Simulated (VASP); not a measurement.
# HfOs: single point with LDA

The system is HfOs.

```
Hf Os
1.0
     3.19794    0.00000    0.00000
     0.00000    3.19794    0.00000
     0.00000    0.00000    3.19794
Hf Os
1 1
Direct
  0.00000 0.00000 0.00000
  0.50000 0.50000 0.50000
```

* Program: VASP 6.6.1
* Task: single point
* Functional: LDA
* Potentials or basis: VASP PAW LDA potentials, release 64 (Hf_pv, Os)
* Cutoff: 520 eV
* k mesh: 10 × 10 × 10
* Occupations: fermi-dirac, width 0.05 eV
* Spin: no spin polarisation

| Item | Value |
| --- | --- |
| Pressure | -0.2 GPa |
| Band gap on the k mesh | zero (band 9 reaches 8.14 eV, above the bottom of band 10 at 6.71 eV) |

Levels at points of the mesh, in eV from the Fermi level:
| k point | band 5 | band 6 | band 7 | band 8 | band 9 | band 10 | band 11 | band 12 | band 13 | band 14 |
| --- | --- | --- | --- | --- | --- | --- | --- | --- | --- | --- |
| (0.00, 0.00, 0.00) | -5.68 | -5.68 | -1.73 | -1.73 | -1.73 | 2.47 | 2.47 | 6.22 | 6.22 | 6.22 |
| (0.50, 0.00, 0.00) | -4.57 | -3.87 | -1.89 | -1.89 | -1.17 | -0.76 | 1.08 | 1.28 | 1.28 | 4.13 |
| (0.50, 0.50, 0.00) | -5.85 | -3.61 | -3.61 | 0.46 | 0.65 | 1.05 | 1.05 | 3.30 | 6.20 | 6.59 |
| (0.50, 0.50, 0.50) | -3.29 | -3.29 | -2.20 | -2.20 | -2.20 | 0.56 | 0.56 | 4.44 | 6.44 | 6.44 |

Wall time 14 s on 1 thread of Intel(R) Xeon(R) Platinum 8259CL CPU @ 2.50GHz (Skylake/Cascade Lake), with other jobs on the host, peak memory 0.15 GiB.

Caveat: spin-orbit coupling is left out, which moves the levels of the heavy elements.
